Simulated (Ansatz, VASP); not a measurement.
**Ge: VASP beside Ansatz**

```xyz
2
Lattice="0.0000 2.6873 2.8995 2.6873 0.0000 2.8995 2.6873 2.6873 0.0000" Properties=species:S:1:pos:R:3 pbc="T T T"
Ge    2.6873    2.6873    2.8995
Ge    4.0310    4.0310    4.3492
```

Change from the starting cell: strain -0.050 along x and y, +0.025 along z, atoms carried along.

Alike in both runs: task single point; functional r2SCAN; k mesh 10 × 10 × 10; occupations gaussian, width 0.05 eV; no spin polarisation.

|  | VASP | Ansatz |
| --- | --- | --- |
| version | VASP 6.6.1 | Ansatz 0.2.0 |
| potentials or method | VASP PAW PBE potentials, release 64 (Ge_d), cutoff 520 eV | scalar-relativistic, plane waves, PAW |
| valence electrons in the cell | 28 | 28 |

|  | VASP | Ansatz | Ansatz less VASP |
| --- | --- | --- | --- |
| gap on the k mesh at the Fermi level (eV) | 0.17 | 0.18 | +0.012 |
| least direct gap on the mesh (eV) | 0.87 | 0.92 | +0.048 |
| pressure (GPa) | 7.6 | 7.5 | -0.11 |
| traceless stress, the component that is largest in VASP (GPa) | -5.01 | -5.05 | -0.040 |

VASP's potentials were made for PBE, not for r2SCAN.
